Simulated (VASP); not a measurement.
Set up this calculation in VASP 6.6.1, as the native input.

```yaml
Task: relaxation of the atoms
Functional: PBE
Dispersion: D3(BJ)
Potentials_or_basis: VASP PAW PBE potentials, release 64 (Bi_d)
Cutoff: 450 eV
k_mesh: 9 × 9 × 1
Occupations: gaussian, width 0.05 eV
Spin: no spin polarisation
Dipole_correction: yes
Further_INCAR_settings: ALGO = Normal; EDIFF = 1e-07; NELMDL = -8; IBRION = 2; EDIFFG = -0.04; NSW = 60
```

The structure of Bi lies in POSCAR:

```
Bi
1.0
    4.2791868755      0.0000000000      0.0000000000
   -2.1395934377      3.7058845417      0.0000000000
    0.0000000000      0.0000000000     18.7482332286
Bi
2
Direct
    0.3333333333      0.6666666667      0.5466239460
    0.6666666667      0.3333333333      0.4533760540
```

One way to write it, as run:

INCAR

```
PREC = Accurate
ENCUT = 450
EDIFF = 1E-7
ISMEAR = 0
SIGMA = 0.05
LREAL = F
LASPH = T
NELM = 120
ALGO = Normal
ISIF = 2
LWAVE = F
LCHARG = F
LDIPOL = T
IDIPOL = 3
DIPOL = 0.5 0.5 0.500
GGA = PE
IVDW = 12
IBRION = 2
NSW = 60
EDIFFG = -0.04
GGA_COMPAT = F
NELMIN = 4
NELMDL = -8
```

KPOINTS

```
regular mesh
0
Gamma
  9 9 1
```

Potentials or basis: VASP PAW PBE potentials, release 64 (Bi_d).

Launch:

```bash
$ cat potpaw_PBE.64/Bi_d/POTCAR > POTCAR
$ mpirun -np 1 vasp_std > vasp.out
```

Results of the run:

```json
{
 "Largest force after relaxing": "0.008 eV/Å",
 "Band gap on the k mesh": "0.57 eV, direct",
 "Dispersion energy per atom": "-0.226 eV"
}
```

Caveat: the relaxation stopped at its first step, so nothing moved; spin-orbit coupling is left out, which moves the levels of the heavy elements.

Run time: 3.5 min on 1 thread of Intel Xeon 8259CL, with other jobs on the host, peak memory 0.34 GiB.
